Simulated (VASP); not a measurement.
# SnSe (rocksalt type) (Fm-3m) in VASP: notebook

Runs on SnSe (rocksalt type). Level: PBEsol. Tasks: single point, relaxation of cell and atoms.

All numbers are computed with VASP 6.6.1; they aren't measurements. Logs are shortened: lines on timing, memory, paths and dates and some standing lists are left out, and cuts for length are marked.

### Step 1. The cell of the first run

The structure is cubic, space group Fm-3m (No. 225). Conventional cell: a = 5.949 Å, b = 5.949 Å, c = 5.949 Å, α = 90.00°, β = 90.00°, γ = 90.00°. Sn (site symmetry m-3m) has 6 Se at 2.97 Å within 3.9 Å. Se (site symmetry m-3m) has 6 Sn at 2.97 Å within 3.9 Å.

### Step 2. Single point, PBEsol

Input file INCAR:

```
ALGO = Normal
EDIFF = 1E-6
ENCUT = 520
GGA = PS
ISIF = 2
ISMEAR = -1
LASPH = T
LCHARG = T
LELF = T
LREAL = F
LVHAR = T
LWAVE = F
NBANDS = 17
NELM = 60
PREC = Accurate
SIGMA = 0.08
```

Input file KPOINTS:

```
k-points
0
Gamma
  14 14 14
```

Input file POSCAR:

```
SnSe
1.0
    0.0000000000      2.9746072139      2.9746072139
    2.9746072139      0.0000000000      2.9746072139
    2.9746072139      2.9746072139      0.0000000000
Sn Se
1 1
Direct
    0.0000000000      0.0000000000      0.0000000000
    0.5000000000      0.5000000000      0.5000000000
```

Potentials or basis: VASP PAW PBE potentials, release 64 (Sn_d, Se).

The run is started by

```bash
> cat potpaw_PBE.64/Sn_d/POTCAR potpaw_PBE.64/Se/POTCAR > POTCAR
> mpirun -np 1 vasp_std > vasp.out
```

OUTCAR:

```text
EDIFF = 1E-6
   ENCUT = 520
   GGA = PS
   ISIF = 2
   ISMEAR = -1
   LASPH = T
   LREAL = F
   NELM = 60
   PREC = Accurate

 ion  position               nearest neighbor table
   1  0.000  0.000  0.000-   2 2.97   2 2.97   2 2.97   2 2.97   2 2.97   2 2.97
   2  0.500  0.500  0.500-   1 2.97   1 2.97   1 2.97   1 2.97   1 2.97   1 2.97

  LATTYP: Found a face centered cubic cell.
 ALAT       =     5.9492144278

  Lattice vectors:

 A1 = (   0.0000000000,   2.9746072139,   2.9746072139)
 A2 = (   2.9746072139,   0.0000000000,   2.9746072139)
 A3 = (   2.9746072139,   2.9746072139,   0.0000000000)

Analysis of symmetry for initial positions (statically):
=====================================================================
 Subroutine PRICEL returns:
 Original cell was already a primitive cell.

 Routine SETGRP: Setting up the symmetry group for a
 face centered cubic supercell.

 Subroutine GETGRP returns: Found 48 space group operations
 (whereof 48 operations were pure point group operations)
 out of a pool of 48 trial point group operations.

The static configuration has the point symmetry O_h .

Analysis of symmetry for dynamics (positions and initial velocities):
=====================================================================
 Subroutine PRICEL returns:
 Original cell was already a primitive cell.

 Routine SETGRP: Setting up the symmetry group for a
 face centered cubic supercell.

 Subroutine GETGRP returns: Found 48 space group operations
 (whereof 48 operations were pure point group operations)
 out of a pool of 48 trial point group operations.

The dynamic configuration has the point symmetry O_h .

 Subroutine INISYM returns: Found 48 space group operations
 (whereof 48 operations are pure point group operations),
 and found     1 'primitive' translations

----------------------------------------------------------------------------------------

                                     Primitive cell

  volume of cell :      52.6404

  direct lattice vectors                    reciprocal lattice vectors
     0.000000000  2.974607214  2.974607214    -0.168089420  0.168089420  0.168089420
     2.974607214  0.000000000  2.974607214     0.168089420 -0.168089420  0.168089420
     2.974607214  2.974607214  0.000000000     0.168089420  0.168089420 -0.168089420

  length of vectors
     4.206729865  4.206729865  4.206729865     0.291139415  0.291139415  0.291139415

  position of ions in fractional coordinates (direct lattice)
     0.000000000  0.000000000  0.000000000
     0.500000000  0.500000000  0.500000000

  ion indices of the primitive-cell ions
   primitive index   ion index
                 1           1
                 2           2

----------------------------------------------------------------------------------------

 KPOINTS: k-points

Automatic generation of k-mesh.
 Grid dimensions read from file:
 generate k-points for:   14   14   14

 Generating k-lattice:

  Cartesian coordinates                     Fractional coordinates (reciprocal lattice)
    -0.012006387  0.012006387  0.012006387     0.071428571  0.000000000  0.000000000
     0.012006387 -0.012006387  0.012006387     0.000000000  0.071428571  0.000000000
     0.012006387  0.012006387 -0.012006387     0.000000000  0.000000000  0.071428571

  Length of vectors
     0.020795672  0.020795672  0.020795672

  Shift w.r.t. Gamma in fractional coordinates (k-lattice)
     0.000000000  0.000000000  0.000000000

 Subroutine IBZKPT returns following result:
 ===========================================

 Found    104 irreducible k-points:

 Following reciprocal coordinates:
            Coordinates               Weight
  0.000000  0.000000  0.000000      1.000000
  0.071429  0.000000  0.000000      8.000000
  0.142857  0.000000  0.000000      8.000000
  0.214286  0.000000  0.000000      8.000000
  0.285714  0.000000  0.000000      8.000000
  0.357143  0.000000  0.000000      8.000000
[... 16 lines left out ...]
  0.214286  0.142857  0.000000     24.000000
  0.285714  0.142857  0.000000     24.000000
 [... further k-points ...]
   k-points           NKPTS =    104   k-points in BZ     NKDIM =    104   number of bands    NBANDS=     17
   number of dos      NEDOS =    301   number of ions     NIONS =      2
   total plane-waves  NPLWV =  32768
   dimension x,y,z NGX =    32 NGY =   32 NGZ =   32
   dimension x,y,z NGXF=    64 NGYF=   64 NGZF=   64
   ions per type =               1   1
   NGX,Y,Z   is equivalent  to a cutoff of  12.65, 12.65, 12.65 a.u.
   NGXF,Y,Z  is equivalent  to a cutoff of  25.29, 25.29, 25.29 a.u.
 SYSTEM =  unknown system
   PREC   = accura    normal or accurate (medium, high low for compatibility)
   ISTART =      0    job   : 0-new  1-cont  2-samecut
   ICHARG =      2    charge: 1-file 2-atom 10-const
   ISPIN  =      1    spin polarized calculation?
   LNONCOLLINEAR =      F non collinear calculations
   LSORBIT =      F    spin-orbit coupling
   LASPH  =      T    aspherical Exc in radial PAW
   ENCUT  =  520.0 eV  38.22 Ry    6.18 a.u.   7.82  7.82  7.82*2*pi/ulx,y,z
   NELM   =     60;   NELMIN=  2; NELMDL= -5     # of ELM steps
   EDIFF  = 0.1E-05   stopping-criterion for ELM
   LREAL  =      F    real-space projection
   EDIFFG = 0.1E-04   stopping-criterion for IOM
   NSW    =      0    number of steps for IOM
   IBRION =     -1    ionic relax: 0-MD 1-quasi-New 2-CG
   NFREE  =      0    steps in history (QN), initial steepest desc. (CG)
   ISIF   =      2    stress and relaxation
   ISYM   =      2    0-nonsym 1-usesym 2-fastsym
   POTIM  = 0.5000    time-step for ionic-motion
   TEBEG  =    0.0;   TEEND  =   0.0 temperature during run
   PSTRESS=    0.0 pullay stress
   NELECT =      20.0000    total number of electrons
   NUPDOWN=      -1.0000    fix difference up-down
   EMIN   =  10.00;   EMAX   =-10.00  energy-range for DOS
   EFERMI =   0.00;   METHOD = LEGACY
   ISMEAR =    -1;   SIGMA  =   0.08  broadening in eV -4-tet -1-fermi 0-gaus
   EFERMI_NEDOS =   21; number of points for ismear=-14 and -15
   IALGO  =     38    algorithm
   IMIX   =      4    mixing-type and parameters
     AMIX     =   0.40;   BMIX     =  1.00
     AMIX_MAG =   1.60;   BMIX_MAG =  1.00
  volume/ion in A,a.u.               =      26.32       177.62
  Fermi-wavevector in a.u.,A,eV,Ry     =   1.185710  2.240667 19.128547  1.405909
  Thomas-Fermi vector in A             =   2.321898
   LORBIT       =      0    0 simple, 1 ext, 2 COOP (PROOUT), +10 PAW based schemes
   GGA     = PS    functional components
   LHFCALC =     F    Hartree Fock is set to
   AEXX    =    0.0000 exact exchange contribution
   IVDW    =     0    specifies the selected vdW correction
   LEPSILON=     F    determine dielectric tensor
   LRPA    =     F    only Hartree local field effects (RPA)
 non-spin polarized calculation
  energy-cutoff  :      520.00
  volume of cell :       52.64
 maximum number of plane-waves:      1435
   NGX = 15   NGY = 15   NGZ = 15

 number of electron      20.0000007 magnetization

 Free energy of the ion-electron system (eV)
  ---------------------------------------------------
  ext. energy  EPLUGINS =         0.00000000
  ---------------------------------------------------
  free energy    TOTEN  =        -8.97542037 eV

  energy without entropy =       -8.97222474  energy(sigma->0) =       -8.97382256

 E-fermi :   6.0093     XC(G=0):  -9.9356

 val. band max:        5.9150302699   @ k =  -0.4286   0.0714   0.0000
 cond. band min:       6.0670842458   @ k =  -0.4286   0.0714   0.0000
 fundamental gap:      0.1520539759
 Fermi energy:         6.0092781409

 k-point     1 :       0.0000    0.0000    0.0000
  band No.  band energies     occupation
      1     -15.6371      2.00000
      2     -15.6371      2.00000
      3     -15.6364      2.00000
      4     -15.6364      2.00000
      5     -15.6364      2.00000
      6      -8.2785      2.00000
[... 9 lines left out ...]
     16      11.6042      0.00000
     17      13.8484      0.00000

 k-point     2 :       0.0714    0.0000    0.0000
  band No.  band energies     occupation
      1     -15.6375      2.00000
      2     -15.6375      2.00000
      3     -15.6362      2.00000
      4     -15.6357      2.00000
      5     -15.6357      2.00000
      6      -8.2396      2.00000
[... 9 lines left out ...]
     16      11.7428      0.00000
     17      14.3134      0.00000

 k-point     3 :       0.1429    0.0000    0.0000
  band No.  band energies     occupation
      1     -15.6388      2.00000
      2     -15.6388      2.00000
      3     -15.6358      2.00000
      4     -15.6336      2.00000
      5     -15.6336      2.00000
      6      -8.1260      2.00000
[... 9 lines left out ...]
     16      12.0972      0.00000
     17      15.3836      0.00000

 k-point     4 :       0.2143    0.0000    0.0000
  band No.  band energies     occupation
      1     -15.6408      2.00000
      2     -15.6408      2.00000
      3     -15.6352      2.00000
      4     -15.6305      2.00000
      5     -15.6305      2.00000
      6      -7.9486      2.00000
[... 9 lines left out ...]
     16      12.6390      0.00000
     17      16.6373      0.00000
[... 343 lines left out ...]
      1     -15.6418      2.00000
      2     -15.6379      2.00000
      3     -15.6354      2.00000
      4     -15.6325      2.00000
      5     -15.6325      2.00000
      6      -8.0747      2.00000
[... 9 lines left out ...]
     16      12.9817      0.00000
     17      14.2903      0.00000

 k-point    23 :       0.2143    0.1429    0.0000
  band No.  band energies     occupation
      1     -15.6444      2.00000
      2     -15.6381      2.00000
      3     -15.6357      2.00000
      4     -15.6305      2.00000
      5     -15.6297      2.00000
      6      -7.9430      2.00000
[... 9 lines left out ...]
     16      13.5340      0.00000
     17      14.8542      0.00000

 k-point    24 :       0.2857    0.1429    0.0000
  band No.  band energies     occupation
      1     -15.6470      2.00000
      2     -15.6374      2.00000
      3     -15.6372      2.00000
      4     -15.6284      2.00000
      5     -15.6262      2.00000
      6      -7.7569      2.00000
[... 9 lines left out ...]
     16      14.1765      0.00000
     17      15.9741      0.00000

 [... further k-points ...]

------------------------ aborting loop because EDIFF is reached ----------------------------------------

  FORCE on cell =-STRESS in cart. coord.  units (eV):
  Direction    XX          YY          ZZ          XY          YZ          ZX
  --------------------------------------------------------------------------------------
  -------------------------------------------------------------------------------------
  Total        0.0114091      0.0114091      0.0114091     -0.0000000      0.0000000     -0.0000000
  in kB        0.3472515      0.3472515      0.3472515     -0.0000000      0.0000000     -0.0000000
  external PRESSURE =       0.3472515 kB  Pullay stress =       0.0000000 kB

 VOLUME and BASIS-vectors are now :
 -----------------------------------------------------------------------------
  energy-cutoff  :      520.00
  volume of cell :       52.64
      direct lattice vectors                 reciprocal lattice vectors
     0.000000000  2.974607214  2.974607214    -0.168089420  0.168089420  0.168089420
     2.974607214  0.000000000  2.974607214     0.168089420 -0.168089420  0.168089420
     2.974607214  2.974607214  0.000000000     0.168089420  0.168089420 -0.168089420

 POSITION                                       TOTAL-FORCE (eV/Angst)
 -----------------------------------------------------------------------------------
      0.00000      0.00000      0.00000         0.000000      0.000000     -0.000000
      2.97461      2.97461      2.97461        -0.000000     -0.000000      0.000000
 -----------------------------------------------------------------------------------
    total drift:                                0.000000     -0.000000     -0.000000

  FREE ENERGIE OF THE ION-ELECTRON SYSTEM (eV)
  ---------------------------------------------------
  free  energy   TOTEN  =        -8.9754203748 eV

  energy  without entropy=       -8.9722247410  energy(sigma->0) =       -8.97382256
```

Run time: 81 s. Hardware: 1 thread of AMD EPYC 7R13, shared host; peak memory 0.21 GiB.

What came out:

```yaml
Free_energy: -8.9754 eV
Pressure: 0.0 GPa
Band_gap_on_the_k_mesh: 0.15 eV
```

Levels at points of the mesh, in eV from the valence-band top:
```csv
k point,band 8,band 9,band 10,band 11,band 12,band 13
"(0.00, 0.00, 0.00)",-2.35,-2.35,-2.35,4.35,4.35,4.35
"(0.50, 0.00, 0.00)",-2.10,-2.10,-0.18,0.63,1.12,1.12
"(0.50, 0.50, 0.00)",-5.82,-3.89,-3.89,2.73,5.45,5.45
```

Caveat: the PAW data sets were made with another functional, which shifts forces and pressure a little; spin-orbit coupling is left out, which moves the levels of the heavy elements.

### Step 3. Relaxation of cell and atoms, PBEsol

This run uses another cell than the first one, of 18.51 Å³/atom.

Input file INCAR:

```
PREC = Accurate
ENCUT = 600
EDIFF = 1E-6
ISMEAR = -1
SIGMA = 0.08
LREAL = F
LASPH = T
NELM = 100
ALGO = Normal
ISIF = 3
LWAVE = F
LCHARG = F
GGA = PS
IBRION = 2
NSW = 60
EDIFFG = -0.005
```

Input file KPOINTS:

```
Automatic mesh
0
Gamma
  14 14 14
```

Input file POSCAR:

```
SnSe
1.0
    0.0000000000      2.6454205252      2.6454205252
    2.6454205252      0.0000000000      2.6454205252
    2.6454205252      2.6454205252      0.0000000000
Sn Se
1 1
Direct
    0.0000000000      0.0000000000      0.0000000000
    0.5000000000      0.5000000000      0.5000000000
```

Potentials or basis: VASP PAW PBE potentials, release 64 (Sn_d, Se).

The run is started by

```bash
> cat potpaw_PBE.64/Sn_d/POTCAR potpaw_PBE.64/Se/POTCAR > POTCAR
> mpirun -np 1 vasp_std > vasp.out
```

Wall time 9.7 min (1 thread of AMD EPYC 7R13, shared host); peak memory 0.2 GiB.

Results (log left out):

```
Free energy                           : -8.9721 eV
Relaxed volume                        : 26.34 Å³/atom
Relaxed cell                          : a = 4.208 Å, b = 4.208 Å, c = 4.208 Å, α = 60.00°, β = 60.00°, γ = 60.00°
Space group after relaxing (to 0.1 Å) : Fm-3m (No. 225)
Energy gained by relaxing             : 746.3 meV/atom
Ionic steps                           : 19
Pressure after relaxing               : 0.0 GPa
Band gap on the k mesh                : 0.15 eV
```

The path:
```
step  energy change (eV)  largest force (eV/Å)  pressure (GPa)  volume (Å³)
   1              0.0000                0.0000           42.04        37.03
   2             -0.9175                0.0000           -8.53        69.64
   3             -1.4926                0.0000           -0.06        52.77
   4             -1.4924                0.0000            0.26        52.42
   5             -1.4924                0.0000            0.31        52.42
   6             -1.4924                0.0000            0.27        52.43
   7             -1.4924                0.0000            0.28        52.43
   8             -1.4924                0.0000            0.28        52.43
   9             -1.4924                0.0000            0.29        52.43
  10             -1.4924                0.0000            0.29        52.43
  11             -1.4924                0.0000            0.29        52.43
  12             -1.4924                0.0000            0.29        52.43
  13             -1.4924                0.0000            0.30        52.43
  14             -1.4924                0.0000            0.26        52.44
  15             -1.4924                0.0000            0.26        52.45
  16             -1.4925                0.0000            0.23        52.48
  17             -1.4925                0.0000            0.16        52.53
  18             -1.4926                0.0000            0.04        52.64
  19             -1.4926                0.0000            0.01        52.67
```

Final structure:
```cif
data_structure
_symmetry_space_group_name_H-M 'P 1'
_symmetry_Int_Tables_number 1
_cell_length_a 4.2076
_cell_length_b 4.2076
_cell_length_c 4.2076
_cell_angle_alpha 60.000
_cell_angle_beta 60.000
_cell_angle_gamma 60.000
_cell_volume 52.67
loop_
_atom_site_label
_atom_site_type_symbol
_atom_site_fract_x
_atom_site_fract_y
_atom_site_fract_z
_atom_site_occupancy
Sn1 Sn 0.00000 0.00000 0.00000 1
Se1 Se 0.50000 0.50000 0.50000 1
```

Levels at points of the mesh, in eV from the valence-band top:
```
           k point  band 8  band 9  band 10  band 11  band 12  band 13
(0.00, 0.00, 0.00)   -2.35   -2.35    -2.35     4.34     4.34     4.34
(0.50, 0.00, 0.00)   -2.10   -2.10    -0.18     0.63     1.12     1.12
(0.50, 0.50, 0.00)   -5.82   -3.88    -3.88     2.73     5.45     5.45
```

Caveat: the volume moved by over 15 % at a fixed basis, so the end points are rough; the PAW data sets were made with another functional, which shifts forces and pressure a little; spin-orbit coupling is left out, which moves the levels of the heavy elements. A k mesh can miss the band edges.
